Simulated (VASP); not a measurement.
# Mg8H in VASP: notebook

Runs on Mg8H. Level: PBE. Tasks: single point, relaxation of cell and atoms.

All numbers are computed with VASP 6.6.1; they aren't measurements. Logs are shortened: lines on timing, memory, paths and dates and some standing lists are left out, and cuts for length are marked.

## 1. The cell of the first run

It takes space group I-4m2 (No. 119, tetragonal). The conventional cell has a = 7.084 Å, b = 7.084 Å, c = 7.493 Å, α = 90.00°, β = 90.00°, γ = 90.00°. Within 2.6 Å of Mg (site symmetry m) lie 1 H at 1.99 Å. Within 4.1 Å of Mg (site symmetry m) lie 13 Mg at 3.12 to 3.91 Å and 3 H at 3.59 to 3.95 Å. Within 2.6 Å of H (site symmetry -4m2) lie 4 Mg at 1.99 Å.

## 2. Single point, PBE

INCAR reads:

```
SYSTEM = Mg8H
PREC = Accurate ; ENCUT = 520
EDIFF = 1E-6 ; ISMEAR = 0
SIGMA = 0.1 ; LREAL = .FALSE.
LASPH = .TRUE. ; NELM = 60
ALGO = Normal ; ISIF = 2
LWAVE = .FALSE. ; LCHARG = .FALSE.
GGA = PE ; NBANDS = 18
```

KPOINTS reads:

```
regular mesh
0
G
  4 4 4
  0 0 0
```

POSCAR reads:

```
Mg8H
1.0
   -3.5420637774      3.5420637774      3.7462880793
    3.5420637774     -3.5420637774      3.7462880793
    3.5420637774      3.5420637774     -3.7462880793
Mg H
8 1
Direct
   -0.0287601853     -0.0074767022      0.0212834831
   -0.0010394582     -0.0271136110      0.5260741528
    0.0500436684      0.5287601853      0.0212834831
   -0.0287601853      0.4499563316      0.4787165169
    0.4468122363     -0.0271136110     -0.0260741528
    0.5271136110      0.0531877637      0.5260741528
    0.5271136110      0.5010394582     -0.0260741528
    0.5074767022      0.5287601853      0.4787165169
    0.1250000000      0.3750000000      0.2500000000
```

Potentials or basis: VASP PAW PBE potentials, release 64 (Mg, H).

The run is started by

```console
$ cat potpaw_PBE.64/Mg/POTCAR potpaw_PBE.64/H/POTCAR > POTCAR
$ mpirun -np 1 vasp_std > vasp.out
```

OUTCAR:

```text
SYSTEM = Mg8H
   PREC = Accurate
   ENCUT = 520
   EDIFF = 1E-6
   ISMEAR = 0
   LREAL = .FALSE.
   LASPH = .TRUE.
   NELM = 60
   ISIF = 2
   GGA = PE

 ion  position               nearest neighbor table
   1  0.971  0.993  0.021-   9 1.99   3 3.08   8 3.08   2 3.12   5 3.12   5 3.15   2 3.15   4 3.24
                             8 3.25   3 3.25   7 3.34   6 3.57   6 3.57
   2  0.999  0.973  0.526-   1 3.12   4 3.12   6 3.13   7 3.13   4 3.15   1 3.15   5 3.17   7 3.20
                             6 3.20   8 3.34   3 3.57   3 3.57
   3  0.050  0.529  0.021-   9 1.99   1 3.08   4 3.08   7 3.12   6 3.12   6 3.15   7 3.15   8 3.24
                             1 3.25   4 3.25   5 3.34   2 3.57   2 3.57
   4  0.971  0.450  0.479-   9 1.99   8 3.08   3 3.08   2 3.12   5 3.12   5 3.15   2 3.15   1 3.24
                             8 3.25   3 3.25   6 3.34   7 3.57   7 3.57
   5  0.447  0.973  0.974-   4 3.12   1 3.12   7 3.13   6 3.13   1 3.15   4 3.15   2 3.17   6 3.20
                             7 3.20   3 3.34   8 3.57   8 3.57
   6  0.527  0.053  0.526-   3 3.12   8 3.12   2 3.13   5 3.13   8 3.15   3 3.15   7 3.17   5 3.20
                             2 3.20   4 3.34   1 3.57   1 3.57
   7  0.527  0.501  0.974-   3 3.12   8 3.12   5 3.13   2 3.13   8 3.15   3 3.15   6 3.17   2 3.20
                             5 3.20   1 3.34   4 3.57   4 3.57
   8  0.507  0.529  0.479-   9 1.99   4 3.08   1 3.08   7 3.12   6 3.12   6 3.15   7 3.15   3 3.24
                             4 3.25   1 3.25   2 3.34   5 3.57   5 3.57
   9  0.125  0.375  0.250-   1 1.99   8 1.99   4 1.99   3 1.99

  LATTYP: Found a body centered tetragonal cell.
 ALAT       =     7.0841275548
 C/A-ratio  =     1.0576568675

  Lattice vectors:

 A1 = (  -3.5420637774,   3.5420637774,   3.7462880793)
 A2 = (   3.5420637774,  -3.5420637774,   3.7462880793)
 A3 = (   3.5420637774,   3.5420637774,  -3.7462880793)

Analysis of symmetry for initial positions (statically):
=====================================================================
 Subroutine PRICEL returns:
 Original cell was already a primitive cell.

 Routine SETGRP: Setting up the symmetry group for a
 body centered tetragonal supercell.

 Subroutine GETGRP returns: Found  8 space group operations
 (whereof  2 operations were pure point group operations)
 out of a pool of 16 trial point group operations.

The static configuration has the point symmetry C_1h.
 The point group associated with its full space group is D_2d.

Analysis of symmetry for dynamics (positions and initial velocities):
=====================================================================
 Subroutine PRICEL returns:
 Original cell was already a primitive cell.

 Routine SETGRP: Setting up the symmetry group for a
 body centered tetragonal supercell.

 Subroutine GETGRP returns: Found  8 space group operations
 (whereof  2 operations were pure point group operations)
 out of a pool of 16 trial point group operations.

The dynamic configuration has the point symmetry C_1h.
 The point group associated with its full space group is D_2d.

 Subroutine INISYM returns: Found  8 space group operations
 (whereof  2 operations are pure point group operations),
 and found     1 'primitive' translations

----------------------------------------------------------------------------------------

                                     Primitive cell

  volume of cell :     188.0070

  direct lattice vectors                    reciprocal lattice vectors
    -3.542063777  3.542063777  3.746288079     0.000000000  0.141160643  0.133465444
     3.542063777 -3.542063777  3.746288079     0.141160643  0.000000000  0.133465444
     3.542063777  3.542063777 -3.746288079     0.141160643  0.141160643  0.000000000

  length of vectors
     6.255166343  6.255166343  6.255166343     0.194266188  0.194266188  0.199631296

  position of ions in fractional coordinates (direct lattice)
     0.971239815  0.992523298  0.021283483
     0.998960542  0.972886389  0.526074153
     0.050043668  0.528760185  0.021283483
     0.971239815  0.449956332  0.478716517
     0.446812236  0.972886389  0.973925847
     0.527113611  0.053187764  0.526074153
     0.527113611  0.501039458  0.973925847
     0.507476702  0.528760185  0.478716517
     0.125000000  0.375000000  0.250000000

  ion indices of the primitive-cell ions
   primitive index   ion index
                 1           1
                 2           2
                 3           3
                 4           4
                 5           5
                 6           6
                 7           7
                 8           8
                 9           9

----------------------------------------------------------------------------------------

 KPOINTS: regular mesh

Automatic generation of k-mesh.
 Grid dimensions read from file:
 generate k-points for:    4    4    4

 Generating k-lattice:

  Cartesian coordinates                     Fractional coordinates (reciprocal lattice)
     0.000000000  0.035290161  0.033366361     0.250000000  0.000000000  0.000000000
     0.035290161  0.000000000  0.033366361     0.000000000  0.250000000  0.000000000
     0.035290161  0.035290161  0.000000000     0.000000000  0.000000000  0.250000000

  Length of vectors
     0.048566547  0.048566547  0.049907824

  Shift w.r.t. Gamma in fractional coordinates (k-lattice)
     0.000000000  0.000000000  0.000000000

 Subroutine IBZKPT returns following result:
 ===========================================

 Found     13 irreducible k-points:

 Following reciprocal coordinates:
            Coordinates               Weight
  0.000000  0.000000  0.000000      1.000000
  0.250000  0.000000 -0.000000      8.000000
  0.500000  0.000000 -0.000000      4.000000
  0.250000  0.250000 -0.000000      8.000000
  0.500000  0.250000 -0.000000     16.000000
 -0.250000  0.250000  0.000000      4.000000
  0.500000  0.500000 -0.000000      2.000000
  0.250000  0.250000  0.250000      2.000000
 -0.250000  0.250000  0.250000      4.000000
  0.500000  0.500000  0.250000      4.000000
 -0.250000  0.500000  0.250000      8.000000
 -0.250000 -0.250000  0.250000      2.000000
  0.500000  0.500000  0.500000      1.000000
   k-points           NKPTS =     13   k-points in BZ     NKDIM =     13   number of bands    NBANDS=     18
   number of dos      NEDOS =    301   number of ions     NIONS =      9
   total plane-waves  NPLWV = 110592
   dimension x,y,z NGX =    48 NGY =   48 NGZ =   48
   dimension x,y,z NGXF=    96 NGYF=   96 NGZF=   96
   ions per type =               8   1
   NGX,Y,Z   is equivalent  to a cutoff of  12.76, 12.76, 12.76 a.u.
   NGXF,Y,Z  is equivalent  to a cutoff of  25.51, 25.51, 25.51 a.u.
 SYSTEM =  Mg8H
   PREC   = accura    normal or accurate (medium, high low for compatibility)
   ISTART =      0    job   : 0-new  1-cont  2-samecut
   ICHARG =      2    charge: 1-file 2-atom 10-const
   ISPIN  =      1    spin polarized calculation?
   LNONCOLLINEAR =      F non collinear calculations
   LSORBIT =      F    spin-orbit coupling
   LASPH  =      T    aspherical Exc in radial PAW
   ENCUT  =  520.0 eV  38.22 Ry    6.18 a.u.  11.63 11.63 11.63*2*pi/ulx,y,z
   NELM   =     60;   NELMIN=  2; NELMDL= -5     # of ELM steps
   EDIFF  = 0.1E-05   stopping-criterion for ELM
   LREAL  =      F    real-space projection
   EDIFFG = 0.1E-04   stopping-criterion for IOM
   NSW    =      0    number of steps for IOM
   IBRION =     -1    ionic relax: 0-MD 1-quasi-New 2-CG
   NFREE  =      0    steps in history (QN), initial steepest desc. (CG)
   ISIF   =      2    stress and relaxation
   ISYM   =      2    0-nonsym 1-usesym 2-fastsym
   POTIM  = 0.5000    time-step for ionic-motion
   TEBEG  =    0.0;   TEEND  =   0.0 temperature during run
   PSTRESS=    0.0 pullay stress
   NELECT =      17.0000    total number of electrons
   NUPDOWN=      -1.0000    fix difference up-down
   EMIN   =  10.00;   EMAX   =-10.00  energy-range for DOS
   EFERMI =   0.00;   METHOD = LEGACY
   ISMEAR =     0;   SIGMA  =   0.10  broadening in eV -4-tet -1-fermi 0-gaus
   EFERMI_NEDOS =   21; number of points for ismear=-14 and -15
   IALGO  =     38    algorithm
   IMIX   =      4    mixing-type and parameters
     AMIX     =   0.40;   BMIX     =  1.00
     AMIX_MAG =   1.60;   BMIX_MAG =  1.00
  volume/ion in A,a.u.               =      20.89       140.97
  Fermi-wavevector in a.u.,A,eV,Ry     =   0.734796  1.388562  7.346118  0.539924
  Thomas-Fermi vector in A             =   1.827836
   LORBIT       =      0    0 simple, 1 ext, 2 COOP (PROOUT), +10 PAW based schemes
   GGA     = PE    functional components
   LHFCALC =     F    Hartree Fock is set to
   AEXX    =    0.0000 exact exchange contribution
   IVDW    =     0    specifies the selected vdW correction
   LEPSILON=     F    determine dielectric tensor
   LRPA    =     F    only Hartree local field effects (RPA)
 non-spin polarized calculation
 Gauss-broadening in eV      SIGMA  =   0.10
  energy-cutoff  :      520.00
  volume of cell :      188.01
 maximum number of plane-waves:      5092
 NGX is ok and might be reduce to    48
   NGX = 23   NGY = 23   NGZ = 23

 number of electron      16.9999999 magnetization

 Free energy of the ion-electron system (eV)
  ---------------------------------------------------
  ext. energy  EPLUGINS =         0.00000000
  ---------------------------------------------------
  free energy    TOTEN  =       -15.09607662 eV

  energy without entropy =      -15.07923451  energy(sigma->0) =      -15.08765557

 E-fermi :   2.5978     XC(G=0):  -8.4893

 val. band max:        2.5598001336   @ k =   0.5000   0.2500  -0.0000
 cond. band min:       2.6369227211   @ k =   0.5000   0.5000  -0.0000
 fundamental gap:      0.0771225875
 Fermi energy:         2.5977691173

 k-point     1 :       0.0000    0.0000    0.0000
  band No.  band energies     occupation
      1      -4.9485      2.00000
      2      -2.1272      2.00000
      3       0.9744      2.00000
      4       1.0661      2.00000
      5       1.0661      2.00000
      6       1.1811      2.00000
[... 10 lines left out ...]
     17       6.7769      0.00000
     18       6.7769      0.00000

 k-point     2 :       0.2500    0.0000   -0.0000
  band No.  band energies     occupation
      1      -4.6884      2.00000
      2      -2.3950      2.00000
      3      -0.7739      2.00000
      4       0.3204      2.00000
      5       0.3622      2.00000
      6       0.4952      2.00000
[... 10 lines left out ...]
     17       7.0778      0.00000
     18       7.7897      0.00000

 k-point     3 :       0.5000    0.0000   -0.0000
  band No.  band energies     occupation
      1      -4.2831      2.00000
      2      -2.8664      2.00000
      3      -1.4676      2.00000
      4       0.0283      2.00000
      5       0.0347      2.00000
      6       0.1173      2.00000
[... 10 lines left out ...]
     17       5.8650      0.00000
     18       6.0704      0.00000

 k-point     4 :       0.2500    0.2500   -0.0000
  band No.  band energies     occupation
      1      -4.3157      2.00000
      2      -2.6061      2.00000
      3      -1.7699      2.00000
      4      -0.7760      2.00000
      5       0.3259      2.00000
      6       1.1010      2.00000
[... 144 lines left out ...]
      4      -0.9522      2.00000
      5      -0.3085      2.00000
      6       0.2818      2.00000
[... 10 lines left out ...]
     17       6.7752      0.00000
     18       7.3301      0.00000

 k-point    12 :      -0.2500   -0.2500    0.2500
  band No.  band energies     occupation
      1      -4.4826      2.00000
      2      -2.4406      2.00000
      3      -0.7075      2.00000
      4      -0.6482      2.00000
      5      -0.6482      2.00000
      6       0.7698      2.00000
[... 10 lines left out ...]
     17       7.1735      0.00000
     18       7.3307      0.00000

 k-point    13 :       0.5000    0.5000    0.5000
  band No.  band energies     occupation
      1      -3.9929      2.00000
      2      -1.6617      2.00000
      3      -1.5100      2.00000
      4      -1.3347      2.00000
      5      -1.2963      2.00000
      6      -1.2963      2.00000
[... 10 lines left out ...]
     17       8.3685      0.00000
     18       8.3685      0.00000

------------------------ aborting loop because EDIFF is reached ----------------------------------------

  FORCE on cell =-STRESS in cart. coord.  units (eV):
  Direction    XX          YY          ZZ          XY          YZ          ZX
  --------------------------------------------------------------------------------------
  -------------------------------------------------------------------------------------
  Total       -0.1487150     -0.1487150     -0.1912958      0.0000000      0.0000000      0.0000000
  in kB       -1.2673353     -1.2673353     -1.6302046      0.0000000      0.0000000      0.0000000
  external PRESSURE =      -1.3882917 kB  Pullay stress =       0.0000000 kB

 VOLUME and BASIS-vectors are now :
 -----------------------------------------------------------------------------
  energy-cutoff  :      520.00
  volume of cell :      188.01
      direct lattice vectors                 reciprocal lattice vectors
    -3.542063777  3.542063777  3.746288079     0.000000000  0.141160643  0.133465444
     3.542063777 -3.542063777  3.746288079     0.141160643  0.000000000  0.133465444
     3.542063777  3.542063777 -3.746288079     0.141160643  0.141160643  0.000000000

 POSITION                                       TOTAL-FORCE (eV/Angst)
 -----------------------------------------------------------------------------------
      0.15077      0.00000      7.27709         0.005935      0.000000      0.005153
      1.77103      1.95574      5.41628         0.000000      0.001918      0.006252
      1.77103     -1.62026      2.08863         0.000000      0.005935     -0.005153
     -0.15077      3.54206      3.53080        -0.005935      0.000000      0.005153
      5.31310      1.58632      1.66999         0.000000     -0.001918      0.006252
      0.18471      3.54206      0.20315         0.001918      0.000000     -0.006252
      3.35735      3.54206      0.20315        -0.001918      0.000000     -0.006252
      1.77103      1.62026      2.08863         0.000000     -0.005935     -0.005153
      1.77103     -0.00000      0.93657         0.000000      0.000000      0.000000
 -----------------------------------------------------------------------------------
    total drift:                               -0.000000      0.000000     -0.000000

  FREE ENERGIE OF THE ION-ELECTRON SYSTEM (eV)
  ---------------------------------------------------
  free  energy   TOTEN  =       -15.0960766190 eV

  energy  without entropy=      -15.0792345150  energy(sigma->0) =      -15.08765557
```

Wall time 27 s (1 thread of Intel Xeon 6975P-C (Granite Rapids), shared host); peak memory 0.32 GiB.

What came out:

```
Free energy   : -15.0961 eV
Pressure      : -0.1 GPa
Largest force : 0.008 eV/Å
```

Forces on the atoms (eV/Å):
```
Mg   0.006  0.000  0.005
Mg   0.000  0.002  0.006
Mg   0.000  0.006 -0.005
Mg  -0.006  0.000  0.005
Mg   0.000 -0.002  0.006
Mg   0.002  0.000 -0.006
Mg  -0.002  0.000 -0.006
Mg   0.000 -0.006 -0.005
H    0.000  0.000  0.000
```

(Part 1 of 3 ends here.)
